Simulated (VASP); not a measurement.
# Li2TaSb2 (P4/mmm) in VASP: a series of runs, part 2 of 2

VASP 6.6.1.

## 4. Relaxation of cell and atoms, PBE

Contents of INCAR:

```
SYSTEM = Li2TaSb2
ALGO = Normal
EDIFF = 1E-6
EDIFFG = -0.04
ENCUT = 600
GGA = PE
IBRION = 2
ISIF = 3
ISMEAR = 0
LASPH = .TRUE.
LCHARG = .FALSE.
LREAL = .FALSE.
LWAVE = .FALSE.
NELM = 80
NSW = 90
PREC = Accurate
SIGMA = 0.1
```

Contents of KPOINTS:

```
k-points
0
G
  4 4 2
  0 0 0
```

Contents of POSCAR:

```
Li2TaSb2
1.0
    3.7422005600      0.0000000000      0.0000000000
    0.0000000000      3.7422005600      0.0000000000
    0.0000000000      0.0000000000      8.1218783000
Li Ta Sb
2 1 2
Direct
    0.5000000000      0.5000000000      0.6540058400
    0.5000000000      0.5000000000      0.3459941600
    0.0000000000      0.0000000000      0.0000000000
    0.0000000000      0.0000000000      0.5000000000
    0.5000000000      0.5000000000      0.0000000000
```

Started as:

```
$ cat potpaw_PBE.64/Li_sv/POTCAR potpaw_PBE.64/Ta_pv/POTCAR potpaw_PBE.64/Sb/POTCAR > POTCAR
$ mpirun -np 1 vasp_std > vasp.out
```

It took 57 s on 1 thread of AMD EPYC 9R45 (Zen 5), shared host; peak memory 0.24 GiB.

The run converged. Its results:

* Free energy: -23.0135 eV
* Relaxed volume: 22.88 Å³/atom
* Relaxed cell: a = 3.860 Å, b = 3.860 Å, c = 7.675 Å, α = 90.00°, β = 90.00°, γ = 90.00°
* Space group after relaxing (to 0.05 Å): P4/mmm (No. 123)
* Energy gained by relaxing: 37.7 meV/atom
* Ionic steps: 5
* Pressure after relaxing: -0.2 GPa

Step by step:
| step | energy change (eV) | largest force (eV/Å) | pressure (GPa) | volume (Å³) |
| --- | --- | --- | --- | --- |
| 1 | 0.0000 | 0.4549 | 3.00 | 113.74 |
| 2 | -0.1208 | 0.3441 | -1.87 | 120.79 |
| 3 | -0.1254 | 0.3621 | -1.17 | 119.58 |
| 4 | -0.1613 | 0.2565 | -0.86 | 117.64 |
| 5 | -0.1887 | 0.0006 | -0.20 | 114.38 |

Final structure:
```xyz
5
Lattice="3.8603 0.0000 0.0000 0.0000 3.8603 0.0000 0.0000 0.0000 7.6752" Properties=species:S:1:pos:R:3 pbc="T T T"
Li    1.9302    1.9302    5.0879
Li    1.9302    1.9302    2.5873
Ta    3.8603    0.0000    0.0000
Sb    3.8603    0.0000    3.8376
Sb    1.9302    1.9302    0.0000
```

Levels at points of the mesh, in eV from the Fermi level:
| k point | band 9 | band 10 | band 11 | band 12 | band 13 | band 14 | band 15 | band 16 | band 17 |
| --- | --- | --- | --- | --- | --- | --- | --- | --- | --- |
| (0.00, 0.00, 0.00) | -2.01 | -0.54 | -0.41 | -0.30 | -0.30 | 0.07 | 0.42 | 0.42 | 0.78 |
| (0.50, 0.00, 0.00) | -3.55 | -3.50 | -3.31 | -1.87 | -0.03 | 0.63 | 0.95 | 1.76 | 2.47 |
| (0.50, 0.50, 0.00) | -3.60 | -2.41 | -2.41 | -1.39 | -1.07 | -1.07 | -0.35 | 0.05 | 0.92 |
| (0.00, 0.00, 0.50) | -2.78 | -2.01 | -0.13 | -0.13 | 0.02 | 0.02 | 0.07 | 1.01 | 1.01 |
| (0.50, 0.00, 0.50) | -4.03 | -3.31 | -2.86 | -2.03 | 0.55 | 0.95 | 1.63 | 1.89 | 1.92 |
| (0.50, 0.50, 0.50) | -3.35 | -2.96 | -2.96 | -1.50 | -1.39 | -0.57 | -0.57 | 0.88 | 1.57 |

Caveat: the k points lie up to 0.41 Å⁻¹ apart in the final cell; the cutoff is under 1.25 times the usual one of these potentials, so pressure, stress and relaxed cells hold a basis-set (Pulay) error; spin-orbit coupling is left out, which moves the levels of the heavy elements.

## 5. Single point, PBE

This run uses another cell than the first one, of 21.85 Å³/atom, 0.961 times its volume.

Contents of INCAR:

```
PREC = Accurate
ENCUT = 520
EDIFF = 1E-6
ISMEAR = 0
SIGMA = 0.1
LREAL = False
LASPH = True
NELM = 100
ALGO = Fast
ISIF = 2
LWAVE = False
LCHARG = True
GGA = PE
LELF = True
LVHAR = True
NBANDS = 22
```

Contents of KPOINTS:

```
regular mesh
0
Gamma
  10 10 6
```

Contents of POSCAR:

```
Li2TaSb2
1.0
    3.8788271983      0.0000000000      0.0000000000
    0.0000000000      3.8788271983      0.0000000000
    0.0000000000      0.0000000000      7.2621994792
Li Ta Sb
2 1 2
Direct
    0.5000000000      0.5000000000      0.6568409712
    0.5000000000      0.5000000000      0.3431590288
    0.0000000000      0.0000000000      0.0000000000
    0.0000000000      0.0000000000      0.5000000000
    0.5000000000      0.5000000000      0.0000000000
```

Potentials or basis: VASP PAW PBE potentials, release 64 (Li_sv, Ta_pv, Sb).

Started as:

```
$ cat potpaw_PBE.64/Li_sv/POTCAR potpaw_PBE.64/Ta_pv/POTCAR potpaw_PBE.64/Sb/POTCAR > POTCAR
$ mpirun -np 1 vasp_std > vasp.out
```

OUTCAR:

```text
PREC = Accurate
   ENCUT = 520
   EDIFF = 1E-6
   ISMEAR = 0
   LREAL = False
   LASPH = True
   NELM = 100
   ISIF = 2
   GGA = PE

 ion  position               nearest neighbor table
   1  0.500  0.500  0.657-   2 2.28   5 2.49   4 2.97   4 2.97   4 2.97   4 2.97
   2  0.500  0.500  0.343-   1 2.28   5 2.49   4 2.97   4 2.97   4 2.97   4 2.97
   3  0.000  0.000  0.000-   5 2.74   5 2.74   5 2.74   5 2.74   4 3.63   4 3.63
   4  0.000  0.000  0.500-   1 2.97   2 2.97   1 2.97   2 2.97   1 2.97   2 2.97   1 2.97   2 2.97
                             3 3.63   3 3.63
   5  0.500  0.500  0.000-   1 2.49   2 2.49   3 2.74   3 2.74   3 2.74   3 2.74

  LATTYP: Found a simple tetragonal cell.
 ALAT       =     3.8788271983
 C/A-ratio  =     1.8722668239

  Lattice vectors:

 A1 = (   3.8788271983,   0.0000000000,   0.0000000000)
 A2 = (   0.0000000000,   3.8788271983,   0.0000000000)
 A3 = (   0.0000000000,   0.0000000000,   7.2621994792)

Analysis of symmetry for initial positions (statically):
=====================================================================
 Subroutine PRICEL returns:
 Original cell was already a primitive cell.

[... 180 lines left out ...]
 cond. band min:       5.3531572759   @ k =   0.2000   0.1000   0.1667
 fundamental gap:      0.0006980001
 Fermi energy:         5.3529137423

 k-point     1 :       0.0000    0.0000    0.0000
  band No.  band energies     occupation
      1     -41.2643      2.00000
      2     -41.2074      2.00000
      3     -30.1446      2.00000
      4     -30.1446      2.00000
      5     -30.0077      2.00000
      6      -6.0751      2.00000
[... 589 lines left out ...]
     21      10.6239      0.00000
     22      12.2595      0.00000

 [... further k-points ...]

------------------------ aborting loop because EDIFF is reached ----------------------------------------

  FORCE on cell =-STRESS in cart. coord.  units (eV):
  Direction    XX          YY          ZZ          XY          YZ          ZX
  --------------------------------------------------------------------------------------
  -------------------------------------------------------------------------------------
  Total       -0.0074953     -0.0074953      0.0441825      0.0000000     -0.0000000     -0.0000000
  in kB       -0.1099078     -0.1099078      0.6478752      0.0000000     -0.0000000     -0.0000000
  external PRESSURE =       0.1426865 kB  Pullay stress =       0.0000000 kB

 VOLUME and BASIS-vectors are now :
 -----------------------------------------------------------------------------
  energy-cutoff  :      520.00
  volume of cell :      109.26
      direct lattice vectors                 reciprocal lattice vectors
     3.878827198  0.000000000  0.000000000     0.257809887  0.000000000  0.000000000
     0.000000000  3.878827198  0.000000000     0.000000000  0.257809887  0.000000000
     0.000000000  0.000000000  7.262199479     0.000000000  0.000000000  0.137699330

 POSITION                                       TOTAL-FORCE (eV/Angst)
 -----------------------------------------------------------------------------------
      1.93941      1.93941      4.77011        -0.000000     -0.000000     -0.008930
      1.93941      1.93941      2.49209         0.000000     -0.000000      0.008930
      0.00000      0.00000      0.00000         0.000000      0.000000     -0.000000
      0.00000      0.00000      3.63110         0.000000      0.000000     -0.000000
      1.93941      1.93941      0.00000         0.000000      0.000000     -0.000000
 -----------------------------------------------------------------------------------
    total drift:                                0.000000      0.000000      0.000000

  FREE ENERGIE OF THE ION-ELECTRON SYSTEM (eV)
  ---------------------------------------------------
  free  energy   TOTEN  =       -22.9092060792 eV

  energy  without entropy=      -22.8874251507  energy(sigma->0) =      -22.89831561
```

It took 2.4 min on 1 thread of AMD EPYC 9R45 (Zen 5), shared host; peak memory 0.32 GiB.

What came out:

| Quantity | Value |
| --- | --- |
| Free energy | -22.9092 eV |
| Largest force | 0.009 eV/Å |

Forces on the atoms (eV/Å):
```
Li   0.000  0.000 -0.009
Li   0.000  0.000  0.009
Ta   0.000  0.000  0.000
Sb   0.000  0.000  0.000
Sb   0.000  0.000  0.000
```

Caveat: the cutoff is under 1.25 times the usual one of these potentials, so pressure, stress and relaxed cells hold a basis-set (Pulay) error; spin-orbit coupling is left out, which moves the levels of the heavy elements.

## 6. Single point, PBE

This run uses another cell than the first one, of 21.85 Å³/atom, 0.961 times its volume.

Contents of INCAR:

```
SYSTEM = Li2TaSb2
PREC     = Accurate       ! precision mode
ENCUT    = 520            ! plane-wave cutoff, eV
EDIFF    = 1E-6           ! SCF threshold, eV
ISMEAR   = 0              ! smearing method
SIGMA    = 0.1            ! smearing width, eV
LREAL    = .False.        ! projectors in reciprocal space
LASPH    = .True.         ! aspherical terms in the spheres
NELM     = 80             ! most SCF steps
ALGO     = Fast           ! electronic algorithm
ISIF     = 2              ! what is computed and relaxed
LWAVE    = .False.        ! write WAVECAR
LCHARG   = .False.        ! write CHGCAR
GGA      = PE             ! functional
NBANDS   = 22             ! bands
```

Contents of KPOINTS:

```
Automatic mesh
0
Gamma
  10 10 6
  0 0 0
```

POSCAR is that of step 5.

Potentials or basis: VASP PAW PBE potentials, release 64 (Li_sv, Ta_pv, Sb).

Started as:

```
$ cat potpaw_PBE.64/Li_sv/POTCAR potpaw_PBE.64/Ta_pv/POTCAR potpaw_PBE.64/Sb/POTCAR > POTCAR
$ mpirun -np 1 vasp_std > vasp.out
```

It took 2.2 min on 1 thread of AMD EPYC 9R45 (Zen 5), shared host; peak memory 0.32 GiB.

Results (log left out):

- Free energy: -22.9092 eV
- Largest force: 0.009 eV/Å

Forces on the atoms (eV/Å):
```
Li   0.000  0.000 -0.009
Li   0.000  0.000  0.009
Ta   0.000  0.000  0.000
Sb   0.000  0.000  0.000
Sb   0.000  0.000  0.000
```

Levels at points of the mesh, in eV from the Fermi level:
```csv
k point,band 10,band 11,band 12,band 13,band 14,band 15,band 16,band 17,band 18,band 19
"(0.00, 0.00, 0.00)",-0.70,-0.70,-0.46,-0.22,-0.14,0.23,0.23,0.64,0.64,3.22
"(0.50, 0.00, 0.00)",-3.58,-3.54,-2.09,0.00,0.46,0.74,1.57,2.29,4.56,4.68
"(0.50, 0.50, 0.00)",-2.46,-2.46,-1.67,-1.26,-1.26,-0.62,-0.01,0.74,1.38,1.53
"(0.00, 0.00, 0.50)",-2.19,-0.48,-0.48,-0.31,-0.31,-0.14,0.99,0.99,2.01,3.35
"(0.50, 0.00, 0.50)",-3.54,-2.79,-2.29,0.31,0.74,1.77,1.86,2.28,2.42,2.95
"(0.50, 0.50, 0.50)",-3.21,-3.21,-1.96,-1.68,-0.56,-0.56,0.65,1.38,1.59,2.63
```

Caveat: the cutoff is under 1.25 times the usual one of these potentials, so pressure, stress and relaxed cells hold a basis-set (Pulay) error; spin-orbit coupling is left out, which moves the levels of the heavy elements.

## 7. Summary

```tsv
task	cell	k mesh	cutoff (eV)	gap on the mesh (eV)	largest force (eV/Å)
single point	a = 3.742, b = 3.742, c = 8.122 Å, 5 atoms	4 × 4 × 2	520	none	0.46
single point	a = 3.849, b = 3.849, c = 7.721 Å, 5 atoms	4 × 4 × 2	520	none	0.03
relaxation of cell and atoms	relaxed from a = 3.742, b = 3.742, c = 8.122 Å, 5 atoms	4 × 4 × 2	600	none	-
single point	a = 3.879, b = 3.879, c = 7.262 Å, 5 atoms	10 × 10 × 6	520	none	0.01
```

Alike in all rows: level PBE; potentials or basis VASP PAW PBE potentials, release 64 (Li_sv, Ta_pv, Sb); no spin polarisation; smearing gaussian 0.1 eV.

Caveats: some runs use coarse meshes; the cutoff is under 1.25 times the usual one of these potentials, so pressure, stress and relaxed cells hold a basis-set (Pulay) error; spin-orbit coupling is left out, which moves the levels of the heavy elements.

Absolute energies hang on the potentials; compare differences alone.
